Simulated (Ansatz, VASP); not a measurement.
# Two plane-wave programs on Ni

```
Ni
1.0
    -1.38244    1.38244    1.38244
     1.38244   -1.38244    1.38244
     1.38244    1.38244   -1.38244
Ni
1
Cartesian
  0.0000 0.0000 0.0000
```

Alike in both runs: task single point; functional r2SCAN; k mesh 18 × 18 × 18; occupations fermi-dirac, width 0.05 eV; collinear spin.

```csv
,VASP,Ansatz
version,VASP 6.6.1,Ansatz 0.2.0
potentials or method,"VASP PAW PBE potentials, release 64 (Ni), cutoff 520 eV","plane waves (500 eV) with PAW, scalar-relativistic"
valence electrons in the cell,10,18
```

|  | VASP | Ansatz | Ansatz less VASP |
| --- | --- | --- | --- |
| pressure (GPa) | 0.7 | 0.2 | -0.53 |
| net moment per atom (μB) | 0.61 | 0.62 | +0.009 |
| size of the moment on the site where the two differ most (μB) | 0.63 | 0.68 | +0.051 |

VASP's potentials were made for PBE, not for r2SCAN. Site moments also hang on the region over which each program counts them. The functional is the same, so the differences come from potentials, cutoffs and numerics. VASP's potentials hold 10 valence electrons a cell and Ansatz's 18, so a difference there can come from the potentials and not from the codes. Ansatz's warnings: stability check not made.
